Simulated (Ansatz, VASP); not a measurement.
One calculation of CoSi2, two programs

File INCAR:

```
SYSTEM = CoSi2
PREC = Accurate
ENCUT = 520
EDIFF = 1E-7
ISMEAR = 0
SIGMA = 0.15
LREAL = .FALSE.
LASPH = .TRUE.
NELM = 60
ALGO = Normal
ISIF = 2
LWAVE = .FALSE.
LCHARG = .FALSE.
GGA = PE
NBANDS = 16
```

File KPOINTS:

```
regular mesh
0
G
  16 16 16
  0 0 0
```

File POSCAR:

```
CoSi2
1.0
    0.0000000000      2.7469375362      2.8139360127
    2.7469375362      0.0000000000      2.8139360127
    2.7469375362      2.7469375362      0.0000000000
Co Si
1 2
Direct
    0.0000000000      0.0000000000      0.0000000000
    0.2500000000      0.2500000000      0.2500000000
    0.7500000000      0.7500000000      0.7500000000
```

Input for Ansatz:

```yaml
crystal:
  lattice:
    - [0.0, 2.7469375362, 2.8139360127]
    - [2.7469375362, 0.0, 2.8139360127]
    - [2.7469375362, 2.7469375362, 0.0]
  atoms:
    - { symbol: Co, position: [0.0, 0.0, 0.0] }
    - { symbol: Si, position: [0.25, 0.25, 0.25] }
    - { symbol: Si, position: [0.75, 0.75, 0.75] }
basis:
  ecutwfc: 420
kpoints:
  mp_grid: { grid: [16, 16, 16] }
hamiltonian:
  xc: pbe
scf:
  occupations: { method: gaussian, width: 0.15 }
output:
  forces: true
  stress: true
  eigenvalues: true
```

Change from the starting cell: strain +0.025 along x and y, +0.050 along z, atoms carried along.

Alike in both runs: task single point; functional PBE; k mesh 16 × 16 × 16; occupations gaussian, width 0.15 eV; no spin polarisation.

|  | VASP | Ansatz |
| --- | --- | --- |
| version | VASP 6.6.1 | Ansatz 0.2.0 |
| potentials or method | VASP PAW PBE potentials, release 64 (Co, Si), cutoff 520 eV | scalar-relativistic, plane waves, PAW |
| valence electrons in the cell | 17 | 25 |

|  | VASP | Ansatz | Ansatz less VASP |
| --- | --- | --- | --- |
| gap on the k mesh at the Fermi level (eV) | none | none | - |
| pressure (GPa) | -13.8 | -13.8 | +0.06 |
| traceless stress, the component that is largest in VASP (GPa) | -0.98 | -0.98 | -0.004 |

A gap of «none» marks a metal or a gap that the smearing closes. VASP's potentials hold 17 valence electrons a cell and Ansatz's 25, so a difference there can come from the potentials and not from the codes.
